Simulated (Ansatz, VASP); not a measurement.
Two plane-wave programs on TiSi16

```
CELL_PARAMETERS angstrom
0.00000 5.43000 5.43000
5.43000 0.00000 5.43000
5.43000 5.43000 0.00000
ATOMIC_POSITIONS crystal
Si 0.00398 0.99637 0.99683
Si 0.11733 0.12106 0.12167
Si 0.99416 0.99780 0.50246
Si 0.12282 0.11949 0.63498
Si 0.99426 0.50189 0.99823
Si 0.12262 0.63448 0.12000
Si 0.99794 0.50194 0.50242
Si 0.12697 0.62418 0.62459
Si 0.50194 0.99819 0.99884
Si 0.64091 0.12081 0.12155
Si 0.50591 0.99773 0.50227
Si 0.62176 0.13162 0.62504
Si 0.50570 0.50166 0.99829
Si 0.62177 0.62432 0.13213
Si 0.49754 0.50216 0.50272
Si 0.62450 0.62399 0.62454
Ti 0.25193 0.24806 0.24868
```

Alike in both runs: functional PBE; dispersion D3(BJ); k mesh 2 × 2 × 2; occupations gaussian, width 0.02 eV; no spin polarisation.

Ansatz relaxed the structure, and its values are those at the end. VASP's run is a single point on that final structure, the one shown.

|  | VASP | Ansatz |
| --- | --- | --- |
| version | VASP 6.6.1 | Ansatz 0.2.0 |
| potentials or method | VASP PAW PBE potentials, release 64 (Si, Ti_sv), cutoff 520 eV | scalar-relativistic, plane waves, PAW |
| valence electrons in the cell | 76 | 76 |

|  | VASP | Ansatz | Ansatz less VASP |
| --- | --- | --- | --- |
| rms of the force components (eV/Å) | 0.004 | 0.002 | -0.0020 |

The k mesh is coarse, so the values compare programs but aren't converged.
